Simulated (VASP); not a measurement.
# C (C2/m) in VASP: notebook

The runs below take C through single point, with PBEsol+D3(BJ).

All numbers are computed with VASP 6.6.1; they aren't measurements. Logs are shortened: lines on timing, memory, paths and dates and some standing lists are left out, and cuts for length are marked.

## Step 1: The cell of the first run

The structure is monoclinic, space group C2/m (No. 12). Conventional cell: a = 4.258 Å, b = 2.458 Å, c = 3.577 Å, α = 90.00°, β = 113.38°, γ = 90.00°. Within 1.7 Å of C (site symmetry m) lie 3 C at 1.30 to 1.48 Å.

## Step 2: Single point, PBEsol+D3(BJ) (atoms displaced along a vibrational mode)

Input file INCAR:

```
SYSTEM = C
ALGO = Normal
EDIFF = 1E-7
ENCUT = 520
GGA = PS
ISIF = 2
ISMEAR = 0
IVDW = 12
LASPH = .True.
LCHARG = .False.
LREAL = .False.
LWAVE = .False.
NBANDS = 11
NELM = 80
PREC = Accurate
SIGMA = 0.05
```

Input file KPOINTS:

```
k-points
0
Gamma
  15 15 15
  0 0 0
```

Input file POSCAR:

```
C
1.0
    1.2290461105      0.7095901028      3.2829684898
   -1.2290461105      0.7095901028      3.2829684898
    0.0000000000     -1.4191802055      3.2829684898
C
2
Direct
    0.1492723414      0.1492723414      0.1915502705
    0.8507276586      0.8507276586      0.8084497295
```

Potentials or basis: VASP PAW PBE potentials, release 64 (C).

The run is started by

```sh
cat potpaw_PBE.64/C/POTCAR > POTCAR
mpirun -np 1 vasp_std > vasp.out
```

OUTCAR:

```text
SYSTEM = C
   EDIFF = 1E-7
   ENCUT = 520
   GGA = PS
   ISIF = 2
   ISMEAR = 0
   IVDW = 12
   LASPH = .True.
   LREAL = .False.
   NELM = 80
   PREC = Accurate
 IVDW          = 12

 ion  position               nearest neighbor table
   1  0.149  0.149  0.192-   2 1.30   2 1.48   2 1.48
   2  0.851  0.851  0.808-   1 1.30   1 1.48   1 1.48

  LATTYP: Found a trigonal (rhomboedric) cell.
 ALAT       =     3.5765842029
 COS(alpha) =     0.7638274378

  Lattice vectors:

 A1 = (   1.2290461105,   0.7095901028,   3.2829684898)
 A2 = (  -1.2290461105,   0.7095901028,   3.2829684898)
 A3 = (   0.0000000000,  -1.4191802055,   3.2829684898)

Analysis of symmetry for initial positions (statically):
=====================================================================
 Subroutine PRICEL returns:
 Original cell was already a primitive cell.

 Routine SETGRP: Setting up the symmetry group for a
 trigonal (rhombohedral) supercell.

 Subroutine GETGRP returns: Found  4 space group operations
 (whereof  4 operations were pure point group operations)
 out of a pool of 12 trial point group operations.

The static configuration has the point symmetry C_2h.

Analysis of symmetry for dynamics (positions and initial velocities):
=====================================================================
 Subroutine PRICEL returns:
 Original cell was already a primitive cell.

 Routine SETGRP: Setting up the symmetry group for a
 trigonal (rhombohedral) supercell.

 Subroutine GETGRP returns: Found  4 space group operations
 (whereof  4 operations were pure point group operations)
 out of a pool of 12 trial point group operations.

The dynamic configuration has the point symmetry C_2h.

 Subroutine INISYM returns: Found  4 space group operations
 (whereof  4 operations are pure point group operations),
 and found     1 'primitive' translations

----------------------------------------------------------------------------------------

                                     Primitive cell

  volume of cell :      17.1788

  direct lattice vectors                    reciprocal lattice vectors
     1.229046110  0.709590103  3.282968490     0.406819562  0.234877383  0.101534125
    -1.229046110  0.709590103  3.282968490    -0.406819562  0.234877383  0.101534125
     0.000000000 -1.419180206  3.282968490     0.000000000 -0.469754767  0.101534125

  length of vectors
     3.576584203  3.576584203  3.576584203     0.480602455  0.480602455  0.480602455

  position of ions in fractional coordinates (direct lattice)
     0.149272341  0.149272341  0.191550271
     0.850727659  0.850727659  0.808449729

  ion indices of the primitive-cell ions
   primitive index   ion index
                 1           1
                 2           2

----------------------------------------------------------------------------------------

 KPOINTS: k-points

Automatic generation of k-mesh.
 Grid dimensions read from file:
 generate k-points for:   15   15   15

 Generating k-lattice:

  Cartesian coordinates                     Fractional coordinates (reciprocal lattice)
     0.027121304  0.015658492  0.006768942     0.066666667  0.000000000  0.000000000
    -0.027121304  0.015658492  0.006768942     0.000000000  0.066666667  0.000000000
     0.000000000 -0.031316984  0.006768942     0.000000000  0.000000000  0.066666667

  Length of vectors
     0.032040164  0.032040164  0.032040164

  Shift w.r.t. Gamma in fractional coordinates (k-lattice)
     0.000000000  0.000000000  0.000000000

 Subroutine IBZKPT returns following result:
 ===========================================

 Found    904 irreducible k-points:

 Following reciprocal coordinates:
            Coordinates               Weight
  0.000000  0.000000  0.000000      1.000000
  0.066667  0.000000  0.000000      4.000000
  0.000000  0.000000  0.066667      2.000000
  0.133333 -0.000000  0.000000      4.000000
  0.000000  0.000000  0.133333      2.000000
  0.200000  0.000000 -0.000000      4.000000
[... 16 lines left out ...]
  0.066667 -0.000000  0.200000      4.000000
  0.266667  0.066667 -0.000000      4.000000
 [... further k-points ...]
   k-points           NKPTS =    904   k-points in BZ     NKDIM =    904   number of bands    NBANDS=     11
   number of dos      NEDOS =    301   number of ions     NIONS =      2
   total plane-waves  NPLWV =  21952
   dimension x,y,z NGX =    28 NGY =   28 NGZ =   28
   dimension x,y,z NGXF=    56 NGYF=   56 NGZF=   56
   ions per type =               2
   NGX,Y,Z   is equivalent  to a cutoff of  13.01, 13.01, 13.01 a.u.
   NGXF,Y,Z  is equivalent  to a cutoff of  26.03, 26.03, 26.03 a.u.
 SYSTEM =  C
   PREC   = accura    normal or accurate (medium, high low for compatibility)
   ISTART =      0    job   : 0-new  1-cont  2-samecut
   ICHARG =      2    charge: 1-file 2-atom 10-const
   ISPIN  =      1    spin polarized calculation?
   LNONCOLLINEAR =      F non collinear calculations
   LSORBIT =      F    spin-orbit coupling
   LASPH  =      T    aspherical Exc in radial PAW
   ENCUT  =  520.0 eV  38.22 Ry    6.18 a.u.   6.65  6.65  6.65*2*pi/ulx,y,z
   NELM   =     80;   NELMIN=  2; NELMDL= -5     # of ELM steps
   EDIFF  = 0.1E-06   stopping-criterion for ELM
   LREAL  =      F    real-space projection
   EDIFFG = 0.1E-05   stopping-criterion for IOM
   NSW    =      0    number of steps for IOM
   IBRION =     -1    ionic relax: 0-MD 1-quasi-New 2-CG
   NFREE  =      0    steps in history (QN), initial steepest desc. (CG)
   ISIF   =      2    stress and relaxation
   ISYM   =      2    0-nonsym 1-usesym 2-fastsym
   POTIM  = 0.5000    time-step for ionic-motion
   TEBEG  =    0.0;   TEEND  =   0.0 temperature during run
   PSTRESS=    0.0 pullay stress
   NELECT =       8.0000    total number of electrons
   NUPDOWN=      -1.0000    fix difference up-down
   EMIN   =  10.00;   EMAX   =-10.00  energy-range for DOS
   EFERMI =   0.00;   METHOD = LEGACY
   ISMEAR =     0;   SIGMA  =   0.05  broadening in eV -4-tet -1-fermi 0-gaus
   EFERMI_NEDOS =   21; number of points for ismear=-14 and -15
   IALGO  =     38    algorithm
   IMIX   =      4    mixing-type and parameters
     AMIX     =   0.40;   BMIX     =  1.00
     AMIX_MAG =   1.60;   BMIX_MAG =  1.00
  volume/ion in A,a.u.               =       8.59        57.96
  Fermi-wavevector in a.u.,A,eV,Ry     =   1.268938  2.397944 21.908137  1.610203
  Thomas-Fermi vector in A             =   2.402006
   LORBIT       =      0    0 simple, 1 ext, 2 COOP (PROOUT), +10 PAW based schemes
   GGA     = PS    functional components
   LHFCALC =     F    Hartree Fock is set to
   AEXX    =    0.0000 exact exchange contribution
   IVDW    =    12    specifies the selected vdW correction
   LEPSILON=     F    determine dielectric tensor
   LRPA    =     F    only Hartree local field effects (RPA)
 non-spin polarized calculation
 Gauss-broadening in eV      SIGMA  =   0.05
  energy-cutoff  :      520.00
  volume of cell :       17.18
 maximum number of plane-waves:       476
   NGX = 13   NGY = 13   NGZ = 13

 number of electron       8.0000000 magnetization

 Free energy of the ion-electron system (eV)
  ---------------------------------------------------
  ext. energy  EPLUGINS =         0.00000000
  ---------------------------------------------------
  free energy    TOTEN  =       -18.81364131 eV

  energy without entropy =      -18.81363962  energy(sigma->0) =      -18.81364046

 E-fermi :   4.7412     XC(G=0): -10.7068

 val. band max:        4.6455143232   @ k =   0.1333  -0.0667  -0.4667
 cond. band min:       4.8299164025   @ k =  -0.4000   0.4000   0.0000
 fundamental gap:      0.1844020793
 Fermi energy:         4.7411871707

 k-point     1 :       0.0000    0.0000    0.0000
  band No.  band energies     occupation
      1     -14.8837      2.00000
      2      -1.6861      2.00000
      3       0.2495      2.00000
      4       3.7880      2.00000
      5       8.9485      0.00000
      6      10.9359      0.00000
      7      15.2335      0.00000
      8      16.4954      0.00000
      9      18.1624      0.00000
     10      27.2903      0.00000
     11      30.3322      0.00000

 k-point     2 :       0.0667    0.0000    0.0000
  band No.  band energies     occupation
      1     -14.7754      2.00000
      2      -1.5836      2.00000
      3       0.0324      2.00000
      4       3.3055      2.00000
      5       9.0856      0.00000
      6      11.1318      0.00000
      7      15.6779      0.00000
      8      16.1634      0.00000
      9      18.2639      0.00000
     10      27.6439      0.00000
     11      29.2708      0.00000

 k-point     3 :       0.0000    0.0000    0.0667
  band No.  band energies     occupation
      1     -14.7779      2.00000
      2      -1.5753      2.00000
      3      -0.0661      2.00000
      4       3.3969      2.00000
      5       9.1005      0.00000
      6      11.5570      0.00000
      7      15.0599      0.00000
      8      16.0693      0.00000
      9      18.3807      0.00000
     10      27.7180      0.00000
     11      30.3452      0.00000

 k-point     4 :       0.1333   -0.0000    0.0000
  band No.  band energies     occupation
      1     -14.4514      2.00000
      2      -1.2823      2.00000
      3      -0.5836      2.00000
      4       2.1391      2.00000
      5       9.5015      0.00000
      6      11.5353      0.00000
      7      15.1754      0.00000
      8      16.9247      0.00000
      9      18.6393      0.00000
     10      27.2202      0.00000
     11      28.5322      0.00000
[... 239 lines left out ...]
 k-point    22 :      -0.2000   -0.0000   -0.0667
  band No.  band energies     occupation
      1     -14.1104      2.00000
      2      -1.1438      2.00000
      3      -0.9852      2.00000
      4       1.0928      2.00000
      5      10.0599      0.00000
      6      11.5623      0.00000
      7      14.5067      0.00000
      8      18.4164      0.00000
      9      18.9565      0.00000
     10      25.1379      0.00000
     11      28.8689      0.00000

 k-point    23 :       0.0667   -0.0000    0.2000
  band No.  band energies     occupation
      1     -14.1298      2.00000
      2      -1.6312      2.00000
      3      -1.0240      2.00000
      4       1.7079      2.00000
      5      10.2214      0.00000
      6      13.7768      0.00000
      7      13.9486      0.00000
      8      15.0494      0.00000
      9      19.4903      0.00000
     10      26.1679      0.00000
     11      29.7233      0.00000

 k-point    24 :       0.2667    0.0667   -0.0000
  band No.  band energies     occupation
      1     -13.4815      2.00000
      2      -2.4832      2.00000
      3      -0.4515      2.00000
      4       0.1059      2.00000
      5      10.7914      0.00000
      6      12.7266      0.00000
      7      13.0222      0.00000
      8      18.0666      0.00000
      9      20.6990      0.00000
     10      24.0644      0.00000
     11      28.0479      0.00000

 [... further k-points ...]

------------------------ aborting loop because EDIFF is reached ----------------------------------------

 Edisp (eV)   -0.22544

 E8    (eV) :    -0.1096

  FORCE on cell =-STRESS in cart. coord.  units (eV):
  Direction    XX          YY          ZZ          XY          YZ          ZX
  --------------------------------------------------------------------------------------
  -------------------------------------------------------------------------------------
  Total      -0.46006     3.16165    -0.08127     0.00000    -0.49199     0.00000
  in kB     -42.90749   294.86992    -7.58003     0.00000   -45.88565     0.00000
  external pressure =       81.46 kB  Pullay stress =        0.00 kB

 VOLUME and BASIS-vectors are now :
 -----------------------------------------------------------------------------
  energy-cutoff  :      520.00
  volume of cell :       17.18
      direct lattice vectors                 reciprocal lattice vectors
     1.229046110  0.709590103  3.282968490     0.406819562  0.234877383  0.101534125
    -1.229046110  0.709590103  3.282968490    -0.406819562  0.234877383  0.101534125
     0.000000000 -1.419180206  3.282968490     0.000000000 -0.469754767  0.101534125

 POSITION                                       TOTAL-FORCE (eV/Angst)
 -----------------------------------------------------------------------------------
      0.00000     -0.06000      1.60897         0.000000      7.566204      0.934102
      0.00000      0.06000      8.23994         0.000000     -7.566204     -0.934102
 -----------------------------------------------------------------------------------
    total drift:                               -0.000000     -0.000000      0.000000

  FREE ENERGIE OF THE ION-ELECTRON SYSTEM (eV)
  ---------------------------------------------------
  free  energy   TOTEN  =       -19.0390835062 eV

  energy  without entropy=      -19.0390818187  energy(sigma->0) =      -19.03908266
```

Wall time 6.1 min (1 thread of AMD EPYC 7R13, shared host); peak memory 0.24 GiB.

What came out:

| Item | Value |
| --- | --- |
| Free energy | -19.0391 eV |
| Pressure | 8.1 GPa |
| Largest force | 7.624 eV/Å |
| Dispersion energy per atom | -0.113 eV |

Forces in eV/Å, atoms in the order of the input:
```
C    0.000  7.566  0.934
C    0.000 -7.566 -0.934
```

Caveat: the cell differs from its parent crystal (atoms displaced along a vibrational mode); the cell stands under pressure; the PAW data sets were made with another functional, which shifts forces and pressure a little.

(Part 1 of 2 ends here.)
